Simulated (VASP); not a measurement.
# Zr2Si7 (an interface model) in VASP: single point with PBE

Aim: the single point of Zr2Si7 (an interface model) with PBE.

Program: VASP 6.6.1. These are calculated values, not measurements. Logs are shortened: lines on timing, memory, paths and dates and some standing lists are left out, and cuts for length are marked.

### Step 1. The cell of the first run

The cell holds layers of an interface, 18 atoms: a = 3.868 Å, b = 3.868 Å, c = 22.882 Å, α = 90.00°, β = 90.00°, γ = 90.00°.

### Step 2. Single point, PBE

INCAR reads:

```
SYSTEM = Zr2Si7
  PREC = Accurate
  ENCUT = 520
  EDIFF = 1E-7
  ISMEAR = 0
  SIGMA = 0.1
  LREAL = Auto
  LASPH = .True.
  NELM = 80
  ALGO = Normal
  ISIF = 2
  LWAVE = .False.
  LCHARG = .True.
  GGA = PE
  LELF = .True.
  LVHAR = .True.
  NBANDS = 67
```

KPOINTS reads:

```
Automatic mesh
0
Gamma
  9 9 2
  0 0 0
```

POSCAR reads:

```
Zr2Si7
1.0
    3.8679403904      0.0000000000      0.0000000000
    0.0000000000      3.8679403904      0.0000000000
    0.0000000000      0.0000000000     22.8823211899
Si Zr
14 4
Direct
    0.0000000000      0.5000000000      0.0218509301
    0.0000000000      0.0000000000      0.0816142481
   -0.5000000000      0.0000000000      0.1413775662
   -0.5000000000     -0.5000000000      0.2011408843
   -1.0000000000     -0.5000000000      0.2609042024
   -1.0000000000     -1.0000000000      0.3206675205
   -1.0000000000     -0.9999408579      0.4201621106
   -0.5000000000     -0.9999117103      0.4890744457
   -0.5000000000     -1.4994632091      0.6104750008
   -1.0000000000     -0.9999601052      0.6104861223
   -1.0000000000     -1.4995116040      0.7318866773
   -0.5000000000     -1.4994824563      0.8007990124
   -0.5000000000     -1.9990339551      0.9221995675
   -1.0000000000     -1.4995308512      0.9222106890
   -0.5000000000     -0.5000000000      0.3901534781
   -1.0000000000     -1.4998525682      0.5190830783
   -0.5000000000     -0.9995707460      0.7018780448
   -1.0000000000     -1.9994233142      0.8308076450
```

Potentials or basis: VASP PAW PBE potentials, release 64 (Si, Zr_sv).

Command:

```console
$ cat potpaw_PBE.64/Si/POTCAR potpaw_PBE.64/Zr_sv/POTCAR > POTCAR
$ mpirun -np 1 vasp_std > vasp.out
```

OUTCAR:

```text
SYSTEM = Zr2Si7
   PREC = Accurate
   ENCUT = 520
   EDIFF = 1E-7
   ISMEAR = 0
   LREAL = Auto
   LASPH = .True.
   NELM = 80
   ISIF = 2
   GGA = PE

 ion  position               nearest neighbor table
   1  0.000  0.500  0.022-  14 2.28   2 2.37   2 2.37
   2  0.000  0.000  0.082-   1 2.37   1 2.37   3 2.37   3 2.37
   3  0.500  0.000  0.141-   2 2.37   2 2.37   4 2.37   4 2.37
   4  0.500  0.500  0.201-   5 2.37   5 2.37   3 2.37   3 2.37
   5  0.000  0.500  0.261-   4 2.37   4 2.37   6 2.37   6 2.37
   6  0.000  0.000  0.321-   7 2.28   5 2.37   5 2.37  15 3.16  15 3.16  15 3.16  15 3.16
   7  0.000  0.000  0.420-   6 2.28   8 2.50   8 2.50  15 2.82  15 2.82  15 2.82  15 2.82  16 2.98
                            16 2.98
   8  0.500  0.000  0.489-   7 2.50   7 2.50  16 2.82  16 2.82  16 2.82  16 2.82  15 2.98  15 2.98

   9  0.500  0.501  0.610-  10 2.73  10 2.73  10 2.74  10 2.74  17 2.85  16 2.85  16 2.85  17 2.85

  10  0.000  0.000  0.610-   9 2.73   9 2.73   9 2.74   9 2.74  16 2.85  17 2.85  17 2.85  16 2.85

  11  0.000  0.500  0.732-  12 2.50  12 2.50  17 2.82  17 2.82  17 2.82  17 2.82  18 2.98  18 2.98

  12  0.500  0.501  0.801-  11 2.50  11 2.50  18 2.82  18 2.82  18 2.82  18 2.82  17 2.98  17 2.98

  13  0.500  0.001  0.922-  14 2.73  14 2.73  14 2.74  14 2.74  18 2.85  18 2.85
  14  0.000  0.500  0.922-   1 2.28  13 2.73  13 2.73  13 2.74  13 2.74  18 2.85  18 2.85
  15  0.500  0.500  0.390-   7 2.82   7 2.82   7 2.82   7 2.82   8 2.98   8 2.98   6 3.16   6 3.16
                             6 3.16   6 3.16  16 3.53  16 3.53
  16  0.000  0.500  0.519-   8 2.82   8 2.82   8 2.82   8 2.82  10 2.85   9 2.85   9 2.85  10 2.85
                             7 2.98   7 2.98  15 3.53  15 3.53
  17  0.500  0.000  0.702-  11 2.82  11 2.82  11 2.82  11 2.82   9 2.85  10 2.85  10 2.85   9 2.85
                            12 2.98  12 2.98  18 3.53  18 3.53
  18  0.000  0.001  0.831-  12 2.82  12 2.82  12 2.82  12 2.82  14 2.85  13 2.85  13 2.85  14 2.85
                            11 2.98  11 2.98  17 3.53  17 3.53

  LATTYP: Found a simple tetragonal cell.
 ALAT       =     3.8679403904
 C/A-ratio  =     5.9158929250

  Lattice vectors:

 A1 = (   3.8679403904,   0.0000000000,   0.0000000000)
 A2 = (   0.0000000000,   3.8679403904,   0.0000000000)
 A3 = (   0.0000000000,   0.0000000000,  22.8823211899)

Analysis of symmetry for initial positions (statically):
=====================================================================
 Subroutine PRICEL returns:
 Original cell was already a primitive cell.

 Routine SETGRP: Setting up the symmetry group for a
 simple tetragonal supercell.

 Subroutine GETGRP returns: Found  2 space group operations
 (whereof  2 operations were pure point group operations)
 out of a pool of 16 trial point group operations.

The static configuration has the point symmetry C_1h.

Analysis of symmetry for dynamics (positions and initial velocities):
=====================================================================
 Subroutine PRICEL returns:
 Original cell was already a primitive cell.

 Routine SETGRP: Setting up the symmetry group for a
 simple tetragonal supercell.

 Subroutine GETGRP returns: Found  2 space group operations
 (whereof  2 operations were pure point group operations)
 out of a pool of 16 trial point group operations.

The dynamic configuration has the point symmetry C_1h.

 Subroutine INISYM returns: Found  2 space group operations
 (whereof  2 operations are pure point group operations),
 and found     1 'primitive' translations

----------------------------------------------------------------------------------------

                                     Primitive cell

  volume of cell :     342.3416

  direct lattice vectors                    reciprocal lattice vectors
     3.867940390  0.000000000  0.000000000     0.258535525  0.000000000  0.000000000
     0.000000000  3.867940390  0.000000000     0.000000000  0.258535525  0.000000000
     0.000000000  0.000000000 22.882321190     0.000000000  0.000000000  0.043701860

  length of vectors
     3.867940390  3.867940390 22.882321190     0.258535525  0.258535525  0.043701860

  position of ions in fractional coordinates (direct lattice)
     0.000000000  0.500000000  0.021850930
     0.000000000  0.000000000  0.081614248
     0.500000000  0.000000000  0.141377566
     0.500000000  0.500000000  0.201140884
     0.000000000  0.500000000  0.260904202
     0.000000000  0.000000000  0.320667521
[... 10 lines left out ...]
     0.500000000  0.000429254  0.701878045
     0.000000000  0.000576686  0.830807645

  ion indices of the primitive-cell ions
   primitive index   ion index
                 1           1
                 2           2
                 3           3
                 4           4
                 5           5
                 6           6
[... 10 lines left out ...]
                17          17
                18          18

----------------------------------------------------------------------------------------

 KPOINTS: Automatic mesh

Automatic generation of k-mesh.
 Grid dimensions read from file:
 generate k-points for:    9    9    2

 Generating k-lattice:

  Cartesian coordinates                     Fractional coordinates (reciprocal lattice)
     0.028726169  0.000000000  0.000000000     0.111111111  0.000000000  0.000000000
     0.000000000  0.028726169  0.000000000     0.000000000  0.111111111  0.000000000
     0.000000000  0.000000000  0.021850930     0.000000000  0.000000000  0.500000000

  Length of vectors
     0.028726169  0.028726169  0.021850930

  Shift w.r.t. Gamma in fractional coordinates (k-lattice)
     0.000000000  0.000000000  0.000000000

 Subroutine IBZKPT returns following result:
 ===========================================

 Found     50 irreducible k-points:

 Following reciprocal coordinates:
            Coordinates               Weight
  0.000000  0.000000  0.000000      1.000000
  0.111111  0.000000  0.000000      2.000000
  0.000000  0.111111  0.000000      2.000000
  0.222222  0.000000  0.000000      2.000000
  0.000000  0.222222  0.000000      2.000000
  0.333333  0.000000  0.000000      2.000000
[... 16 lines left out ...]
  0.444444  0.333333  0.000000      4.000000
 -0.333333  0.444444  0.000000      4.000000
 [... further k-points ...]
   k-points           NKPTS =     50   k-points in BZ     NKDIM =     50   number of bands    NBANDS=     67
   number of dos      NEDOS =    301   number of ions     NIONS =     18
   total plane-waves  NPLWV = 162000
   dimension x,y,z NGX =    30 NGY =   30 NGZ =  180
   dimension x,y,z NGXF=    60 NGYF=   60 NGZF=  360
   ions per type =              14   4
   NGX,Y,Z   is equivalent  to a cutoff of  12.89, 12.89, 13.08 a.u.
   NGXF,Y,Z  is equivalent  to a cutoff of  25.79, 25.79, 26.15 a.u.
 SYSTEM =  Zr2Si7
   PREC   = accura    normal or accurate (medium, high low for compatibility)
   ISTART =      0    job   : 0-new  1-cont  2-samecut
   ICHARG =      2    charge: 1-file 2-atom 10-const
   ISPIN  =      1    spin polarized calculation?
   LNONCOLLINEAR =      F non collinear calculations
   LSORBIT =      F    spin-orbit coupling
   LASPH  =      T    aspherical Exc in radial PAW
   ENCUT  =  520.0 eV  38.22 Ry    6.18 a.u.   7.19  7.19 42.55*2*pi/ulx,y,z
   NELM   =     80;   NELMIN=  2; NELMDL= -5     # of ELM steps
   EDIFF  = 0.1E-06   stopping-criterion for ELM
   LREAL  =      T    real-space projection
   EDIFFG = 0.1E-05   stopping-criterion for IOM
   NSW    =      0    number of steps for IOM
   IBRION =     -1    ionic relax: 0-MD 1-quasi-New 2-CG
   NFREE  =      0    steps in history (QN), initial steepest desc. (CG)
   ISIF   =      2    stress and relaxation
   ISYM   =      2    0-nonsym 1-usesym 2-fastsym
   POTIM  = 0.5000    time-step for ionic-motion
   TEBEG  =    0.0;   TEEND  =   0.0 temperature during run
   PSTRESS=    0.0 pullay stress
   NELECT =     104.0000    total number of electrons
   NUPDOWN=      -1.0000    fix difference up-down
   EMIN   =  10.00;   EMAX   =-10.00  energy-range for DOS
   EFERMI =   0.00;   METHOD = LEGACY
   ISMEAR =     0;   SIGMA  =   0.10  broadening in eV -4-tet -1-fermi 0-gaus
   EFERMI_NEDOS =   21; number of points for ismear=-14 and -15
   IALGO  =     38    algorithm
   IMIX   =      4    mixing-type and parameters
     AMIX     =   0.40;   BMIX     =  1.00
     AMIX_MAG =   1.60;   BMIX_MAG =  1.00
  volume/ion in A,a.u.               =      19.02       128.35
  Fermi-wavevector in a.u.,A,eV,Ry     =   1.100524  2.079688 16.478729  1.211152
  Thomas-Fermi vector in A             =   2.236936
   LORBIT       =      0    0 simple, 1 ext, 2 COOP (PROOUT), +10 PAW based schemes
   GGA     = PE    functional components
   LHFCALC =     F    Hartree Fock is set to
   AEXX    =    0.0000 exact exchange contribution
   IVDW    =     0    specifies the selected vdW correction
   LEPSILON=     F    determine dielectric tensor
   LRPA    =     F    only Hartree local field effects (RPA)
 non-spin polarized calculation
 Gauss-broadening in eV      SIGMA  =   0.10
  energy-cutoff  :      520.00
  volume of cell :      342.34
 maximum number of plane-waves:      9250
 NGX is ok and might be reduce to    30
   NGX = 15   NGY = 15   NGZ = 85

 number of electron     103.9999997 magnetization

 Free energy of the ion-electron system (eV)
  ---------------------------------------------------
  ext. energy  EPLUGINS =         0.00000000
  ---------------------------------------------------
  free energy    TOTEN  =      -114.07768249 eV

  energy without entropy =     -114.04393196  energy(sigma->0) =     -114.06080722

 E-fermi :   7.8819     XC(G=0): -10.3362

 val. band max:        7.8793781449   @ k =  -0.1111   0.3333   0.5000
 cond. band min:       7.8859487117   @ k =   0.1111   0.0000   0.0000
 fundamental gap:      0.0065705668
 Fermi energy:         7.8819222007

 k-point     1 :       0.0000    0.0000    0.0000
  band No.  band energies     occupation
      1     -41.5273      2.00000
      2     -41.1255      2.00000
      3     -40.9839      2.00000
      4     -40.9794      2.00000
      5     -19.6040      2.00000
      6     -19.5731      2.00000
[... 1597 lines left out ...]
     63      10.2024      0.00000
     64      10.2971      0.00000

 [... further k-points ...]

 [bands above 64 left out]

------------------------ aborting loop because EDIFF is reached ----------------------------------------

  FORCE on cell =-STRESS in cart. coord.  units (eV):
  Direction    XX          YY          ZZ          XY          YZ          ZX
  --------------------------------------------------------------------------------------
  -------------------------------------------------------------------------------------
  Total      -17.5568197    -15.0153668     -0.5047529      0.0000000     -0.0125147      0.0000000
  in kB      -82.1668823    -70.2727429     -2.3622716      0.0000000     -0.0585693      0.0000000
  external PRESSURE =     -51.6006323 kB  Pullay stress =       0.0000000 kB

 VOLUME and BASIS-vectors are now :
 -----------------------------------------------------------------------------
  energy-cutoff  :      520.00
  volume of cell :      342.34
      direct lattice vectors                 reciprocal lattice vectors
     3.867940390  0.000000000  0.000000000     0.258535525  0.000000000  0.000000000
     0.000000000  3.867940390  0.000000000     0.000000000  0.258535525  0.000000000
     0.000000000  0.000000000 22.882321190     0.000000000  0.000000000  0.043701860

 POSITION                                       TOTAL-FORCE (eV/Angst)
 -----------------------------------------------------------------------------------
      0.00000      1.93397      0.50000         0.000000     -0.000139      0.689011
      0.00000      0.00000      1.86752         0.000000     -0.000411     -0.610099
      1.93397      0.00000      3.23505         0.000000      0.000367      0.012920
      1.93397      1.93397      4.60257         0.000000     -0.000077     -0.249820
      0.00000      1.93397      5.97009         0.000000      0.000169      0.064691
      0.00000      0.00000      7.33762         0.000000     -0.000166     -0.058368
[... 10 lines left out ...]
      1.93397      0.00166     16.06060         0.000000      0.001146      0.154169
      0.00000      0.00223     19.01081         0.000000     -0.000783      0.213106
 -----------------------------------------------------------------------------------
    total drift:                                0.000000     -0.000488      0.005025

  FREE ENERGIE OF THE ION-ELECTRON SYSTEM (eV)
  ---------------------------------------------------
  free  energy   TOTEN  =      -114.0776824853 eV

  energy  without entropy=     -114.0439319639  energy(sigma->0) =     -114.06080722
```

It took 23 min on 1 thread of Intel Xeon 6975P-C (Granite Rapids), shared host; peak memory 0.85 GiB.

What came out:

```
Free energy            : -114.0777 eV
Pressure               : -5.2 GPa
Largest force          : 0.991 eV/Å
Band gap on the k mesh : zero (bands 52 and 53 overlap by 0.52 eV)
```

Forces on the atoms (eV/Å):
```
Si   0.000  0.000  0.689
Si   0.000  0.000 -0.610
Si   0.000  0.000  0.013
Si   0.000  0.000 -0.250
Si   0.000  0.000  0.065
Si   0.000  0.000 -0.058
Si   0.000 -0.001  0.991
Si   0.000  0.000 -0.366
Si   0.000  0.000 -0.079
Si   0.000  0.002 -0.041
Si   0.000  0.000 -0.085
Si   0.000  0.002  0.045
Si   0.000 -0.005  0.057
Si   0.000  0.001 -0.406
Zr   0.000  0.002 -0.169
Zr   0.000 -0.001 -0.164
Zr   0.000  0.001  0.154
Zr   0.000 -0.001  0.213
```

Levels at points of the mesh, in eV from the Fermi level:
| k point | band 49 | band 50 | band 51 | band 52 | band 53 | band 54 | band 55 | band 56 |
| --- | --- | --- | --- | --- | --- | --- | --- | --- |
| (0.00, 0.00, 0.00) | -0.93 | -0.49 | -0.32 | 0.19 | 0.50 | 0.60 | 0.75 | 0.78 |
| (0.00, 0.00, 0.50) | -0.91 | -0.42 | -0.32 | 0.09 | 0.50 | 0.63 | 0.74 | 0.75 |
